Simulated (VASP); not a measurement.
Ag:

```xyz
1
Lattice="2.6295 0.0000 0.0000 0.0000 2.6295 0.0000 0.0000 0.0000 2.6295" Properties=species:S:1:pos:R:3 pbc="T T T"
Ag    0.0000    0.0000    0.0000
```

This isn't the form of Ag at room conditions, which is fcc.

* Program: VASP 6.6.1
* Task: relaxation of cell and atoms
* Functional: PBE
* Potentials or basis: VASP PAW PBE potentials, release 64 (Ag)
* Cutoff: 600 eV
* k mesh: 6 × 6 × 6
* Occupations: gaussian, width 0.1 eV
* Spin: no spin polarisation

At the start: pressure 13.6 GPa; volume 18.18 Å³/atom.

Where does the relaxation end?

Over 3 steps the energy falls by 96.3 meV/atom and the volume is 20.81 Å³/atom (+14.4 %); space group Pm-3m (No. 221, to 0.1 Å) before and after.

Step by step:
```
step  energy change (eV)  largest force (eV/Å)  pressure (GPa)  volume (Å³)
   1              0.0000                0.0000           13.59        18.18
   2             -0.0708                0.0000           -4.29        22.55
   3             -0.0963                0.0000            0.05        20.81
```

Final structure:
```
Ag
1.0
     2.75050    0.00000    0.00000
     0.00000    2.75050    0.00000
     0.00000    0.00000    2.75050
Ag
1
Direct
  0.00000 0.00000 0.00000
```

Caveat: the k points lie up to 0.38 Å⁻¹ apart in the final cell, too coarse for converged energies and pressures of a metal.
